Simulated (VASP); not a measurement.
# CuO (Cccm) in VASP: settings compared, part 2 of 2

VASP 6.6.1. Earlier steps stand in the parts before.

## Step 3: Single point, BLYP

Contents of POSCAR:

```
CuO
1.0
    1.9909680000     -2.1535500000      0.0000000000
    1.9909680000      2.1535500000      0.0000000000
    0.0000000000      0.0000000000      5.1559280000
Cu O
2 2
Direct
    0.5000000000      0.0000000000      0.0000000000
    0.0000000000      0.5000000000      0.5000000000
    0.5000000000      0.5000000000      0.2500000000
    0.5000000000      0.5000000000      0.7500000000
```

Contents of INCAR.step1:

```
SYSTEM = CuO
  PREC = Accurate
  ENCUT = 610
  EDIFF = 1E-6
  ISMEAR = -1
  SIGMA = 0.05
  LREAL = .FALSE.
  LASPH = .TRUE.
  NELM = 120
  ALGO = Normal
  ISIF = 2
  LWAVE = .FALSE.
  LCHARG = .TRUE.
  LMAXMIX = 4
  GGA = B5
  ALDAX = 1.0
  AGGAX = 1.0
  AGGAC = 1.0
  ALDAC = 0.0
  NBANDS = 33
  GGA_COMPAT = .FALSE.
  NEDOS = 2001
  LORBIT = 11
```

Contents of KPOINTS.step1:

```
Automatic mesh
0
G
  5 5 3
  0 0 0
```

Contents of INCAR.step2:

```
SYSTEM = CuO
  PREC = Accurate
  ENCUT = 610
  EDIFF = 1E-6
  ISMEAR = -5
  SIGMA = 0.05
  LREAL = .FALSE.
  LASPH = .TRUE.
  NELM = 120
  ALGO = Normal
  ISIF = 2
  LWAVE = .FALSE.
  LCHARG = .FALSE.
  LMAXMIX = 4
  GGA = B5
  ALDAX = 1.0
  AGGAX = 1.0
  AGGAC = 1.0
  ALDAC = 0.0
  LORBIT = 11
  NEDOS = 2001
  ICHARG = 11
  GGA_COMPAT = .FALSE.
```

Contents of KPOINTS.step2:

```
Automatic mesh
0
G
  8 8 5
  0 0 0
```

Potentials or basis: VASP PAW PBE potentials, release 64 (Cu_sv_GW, O).

The run is started by

```sh
> cat potpaw_PBE.64/Cu_sv_GW/POTCAR potpaw_PBE.64/O/POTCAR > POTCAR
> cp INCAR.step1 INCAR
> cp KPOINTS.step1 KPOINTS
> mpirun -np 1 vasp_std > vasp.out
> cp INCAR.step2 INCAR
> cp KPOINTS.step2 KPOINTS
> mpirun -np 1 vasp_std > vasp.out
```

OUTCAR:

```text
SYSTEM = CuO
   PREC = Accurate
   ENCUT = 610
   EDIFF = 1E-6
   ISMEAR = -5
   LREAL = .FALSE.
   LASPH = .TRUE.
   NELM = 120
   ISIF = 2
   GGA = B5
   LORBIT = 11
   ICHARG = 11

 ion  position               nearest neighbor table
   1  0.500  0.000  0.000-   3 1.95   4 1.95   3 1.95   4 1.95
   2  0.000  0.500  0.500-   3 1.95   4 1.95   3 1.95   4 1.95
   3  0.500  0.500  0.250-   1 1.95   2 1.95   1 1.95   2 1.95
   4  0.500  0.500  0.750-   1 1.95   2 1.95   1 1.95   2 1.95

  LATTYP: Found a base centered orthorhombic cell.
 ALAT       =     3.9819360000
 B/A-ratio  =     1.0816597755
 C/A-ratio  =     1.2948294498

  Lattice vectors:

 A1 = (   1.9909680000,  -2.1535500000,   0.0000000000)
 A2 = (   1.9909680000,   2.1535500000,   0.0000000000)
 A3 = (   0.0000000000,   0.0000000000,   5.1559280000)

Analysis of symmetry for initial positions (statically):
=====================================================================
 Subroutine PRICEL returns:
 Original cell was already a primitive cell.

 Routine SETGRP: Setting up the symmetry group for a
 base centered orthorhombic supercell.

 Subroutine GETGRP returns: Found  8 space group operations
 (whereof  4 operations were pure point group operations)
 out of a pool of  8 trial point group operations.

The static configuration has the point symmetry C_2h.
 The point group associated with its full space group is D_2h.

Analysis of symmetry for dynamics (positions and initial velocities):
=====================================================================
 Subroutine PRICEL returns:
 Original cell was already a primitive cell.

 Routine SETGRP: Setting up the symmetry group for a
 base centered orthorhombic supercell.

 Subroutine GETGRP returns: Found  8 space group operations
 (whereof  4 operations were pure point group operations)
 out of a pool of  8 trial point group operations.

The dynamic configuration has the point symmetry C_2h.
 The point group associated with its full space group is D_2h.

[... 132 lines left out ...]
   IVDW    =     0    specifies the selected vdW correction
   LEPSILON=     F    determine dielectric tensor
   LRPA    =     F    only Hartree local field effects (RPA)
 non-spin polarized calculation
 Fermi weights with tetrahedron method with Bloechl corrections
  energy-cutoff  :      610.00
  volume of cell :       44.21
 maximum number of plane-waves:      1534

 number of electron      49.9999997 magnetization

 Free energy of the ion-electron system (eV)
  ---------------------------------------------------
  ext. energy  EPLUGINS =         0.00000000
  ---------------------------------------------------
  free energy    TOTEN  =       -18.35515173 eV

  energy without entropy =      -18.35515173  energy(sigma->0) =      -18.35515173

 E-fermi :   5.2583     XC(G=0): -11.1900

 val. band max:        5.2997611034   @ k =   0.5000  -0.0000   0.2000
 cond. band min:       5.1881145785   @ k =   0.1250   0.1250   0.4000
 fundamental gap:     -0.1116465249
 Fermi energy:         5.2582942871

 k-point     1 :       0.0000    0.0000    0.0000
  band No.  band energies     occupation
      1    -106.9723      2.00000
      2    -106.9717      2.00000
      3     -64.7761      2.00000
      4     -64.7758      2.00000
      5     -64.7367      2.00000
      6     -64.7309      2.00000
[... 781 lines left out ...]
     29      14.1762      0.00000
     30      15.5706      0.00000

 [... further k-points ...]

------------------------ aborting loop because EDIFF is reached ----------------------------------------

  FORCE on cell =-STRESS in cart. coord.  units (eV):
  Direction    XX          YY          ZZ          XY          YZ          ZX
  --------------------------------------------------------------------------------------
  -------------------------------------------------------------------------------------
  Total        2.2324115      1.8231659      2.0960417      0.0000000      0.0000000      0.0000000
  in kB       80.8963172     66.0664088     75.9546612      0.0000000      0.0000000      0.0000000
  external PRESSURE =      74.3057957 kB  Pullay stress =       0.0000000 kB

 VOLUME and BASIS-vectors are now :
 -----------------------------------------------------------------------------
  energy-cutoff  :      610.00
  volume of cell :       44.21
      direct lattice vectors                 reciprocal lattice vectors
     1.990968000 -2.153550000  0.000000000     0.251134122 -0.232174781  0.000000000
     1.990968000  2.153550000  0.000000000     0.251134122  0.232174781  0.000000000
     0.000000000  0.000000000  5.155928000     0.000000000  0.000000000  0.193951506

 POSITION                                       TOTAL-FORCE (eV/Angst)
 -----------------------------------------------------------------------------------
      0.99548     -1.07678      0.00000         0.000000      0.000000      0.000000
      0.99548      1.07678      2.57796        -0.000000      0.000000      0.000000
      1.99097      0.00000      1.28898        -0.000000     -0.000000      0.000000
      1.99097      0.00000      3.86695        -0.000000      0.000000     -0.000000
 -----------------------------------------------------------------------------------
    total drift:                                0.000000     -0.000000     -0.000000

  FREE ENERGIE OF THE ION-ELECTRON SYSTEM (eV)
  ---------------------------------------------------
  free  energy   TOTEN  =       -18.3551517290 eV

  energy  without entropy=      -18.3551517290  energy(sigma->0) =      -18.35515173

 total charge

# of ion       s       p       d       f       tot
--------------------------------------------------
    1        2.252   6.383   8.881   0.011  17.526
    2        2.252   6.383   8.881   0.011  17.526
    3        1.567   3.401   0.000   0.000   4.967
    4        1.567   3.401   0.000   0.000   4.967
--------------------------------------------------
tot          7.637  19.567  17.761   0.023  44.988
```

OUTCAR.step1:

```text
SYSTEM = CuO
   PREC = Accurate
   ENCUT = 610
   EDIFF = 1E-6
   ISMEAR = -1
   LREAL = .FALSE.
   LASPH = .TRUE.
   NELM = 120
   ISIF = 2
[... 874 lines left out ...]

  FREE ENERGIE OF THE ION-ELECTRON SYSTEM (eV)
  ---------------------------------------------------
  free  energy   TOTEN  =       -18.3692114934 eV

  energy  without entropy=      -18.3512675095  energy(sigma->0) =      -18.36023950

 total charge

# of ion       s       p       d       f       tot
--------------------------------------------------
    1        2.252   6.383   8.880   0.011  17.526
    2        2.252   6.383   8.880   0.011  17.526
    3        1.566   3.399   0.000   0.000   4.965
    4        1.566   3.399   0.000   0.000   4.965
--------------------------------------------------
tot          7.637  19.564  17.759   0.022  44.983
```

OSZICAR.step1:

```text
N       E                     dE             d eps       ncg     rms          rms(c)
DAV:   1     0.966372403315E+03    0.96637E+03   -0.35775E+04  1896   0.452E+03
DAV:   2     0.702924030366E+02   -0.89608E+03   -0.86407E+03  1970   0.130E+03
DAV:   3    -0.202525336924E+02   -0.90545E+02   -0.88218E+02  2218   0.447E+02
DAV:   4    -0.249295732196E+02   -0.46770E+01   -0.46640E+01  1877   0.112E+02
DAV:   5    -0.251897585503E+02   -0.26019E+00   -0.26012E+00  2072   0.268E+01    0.185E+01
DAV:   6    -0.232149128655E+02    0.19748E+01   -0.51743E+01  2080   0.327E+02    0.170E+01
DAV:   7    -0.183135401896E+02    0.49014E+01   -0.17820E+01  1944   0.277E+02    0.369E+00
DAV:   8    -0.183889400882E+02   -0.75400E-01   -0.14619E+00  1976   0.146E+01    0.197E+00
DAV:   9    -0.183736455152E+02    0.15295E-01   -0.60794E-02  2280   0.119E+01    0.625E-01
DAV:  10    -0.183689349553E+02    0.47106E-02   -0.10309E-02  2192   0.561E+00    0.153E-01
DAV:  11    -0.183692800524E+02   -0.34510E-03   -0.19853E-03  1856   0.366E-01    0.768E-02
DAV:  12    -0.183692120750E+02    0.67977E-04   -0.29653E-04  2152   0.406E-01    0.136E-02
DAV:  13    -0.183692106716E+02    0.14034E-05   -0.25050E-05  1936   0.163E-01    0.612E-03
DAV:  14    -0.183692114934E+02   -0.82179E-06   -0.10170E-06  1048   0.783E-02
   1 F= -.18369211E+02 E0= -.18360240E+02  d E =-.179440E-01
```

Wall time 1.8 min (1 thread of Intel Xeon Platinum 8259CL at 2.50GHz (Skylake/Cascade Lake), shared host); peak memory 0.23 GiB.

Results:

| Quantity | Value |
| --- | --- |
| Valence electrons inside the program's atomic spheres | Cu 17.53; O 4.97 |

Caveat: the k points lie up to 0.43 Å⁻¹ apart; the PAW data sets were made with another functional, which shifts forces and pressure a little; semilocal functionals often make such compounds metallic where correlation or magnetic order opens a gap, which also shifts bond lengths.

## Step 4: Elastic constants, PBE

Contents of INCAR:

```
SYSTEM = CuO
PREC = Accurate
ENCUT = 600
EDIFF = 1E-8
ISMEAR = -1
SIGMA = 0.05
LREAL = .FALSE.
LASPH = .TRUE.
NELM = 100
ALGO = Normal
ISIF = 3
LWAVE = .FALSE.
LCHARG = .FALSE.
GGA = PE
NBANDS = 25
IBRION = 6
NFREE = 2
POTIM = 0.015
NSW = 1
```

Contents of KPOINTS:

```
regular mesh
0
G
  8 8 5
  0 0 0
```

POSCAR is that of step 3.

Potentials or basis: VASP PAW PBE potentials, release 64 (Cu, O).

The run is started by

```sh
> cat potpaw_PBE.64/Cu/POTCAR potpaw_PBE.64/O/POTCAR > POTCAR
> mpirun -np 1 vasp_std > vasp.out
```

Run time: 47 min. Hardware: 1 thread of Oxide Virtual Turin-like, shared host; peak memory 0.3 GiB.

It converged, with:

| Quantity | Value |
| --- | --- |
| Voigt bulk modulus | 157 GPa |
| Highest phonon frequency at Γ, LO-TO splitting left out | 538 cm⁻¹ |

Phonon frequencies in cm⁻¹ (negative: imaginary):
```tsv
q point	frequencies
(0.000, 0.000, 0.000)	0 0 0 168 173 287 291 299 456 471 496 538
```

Elastic tensor in Voigt notation (GPa, in the Cartesian axes of the cell as first typed):
```
130 135 122   0   0   0
135 165 133   0   0   0
122 133 342   0   0   0
  0   0   0   9   0   0
  0   0   0   0   9   0
  0   0   0   0   0  64
```

Clamped-ion elastic tensor (GPa):
```
130 135 122   0   0   0
135 165 133   0   0   0
122 133 342   0   0   0
  0   0   0  59   0   0
  0   0   0   0  54   0
  0   0   0   0   0  75
```

Caveat: the cell is under stress, which shifts elastic constants.
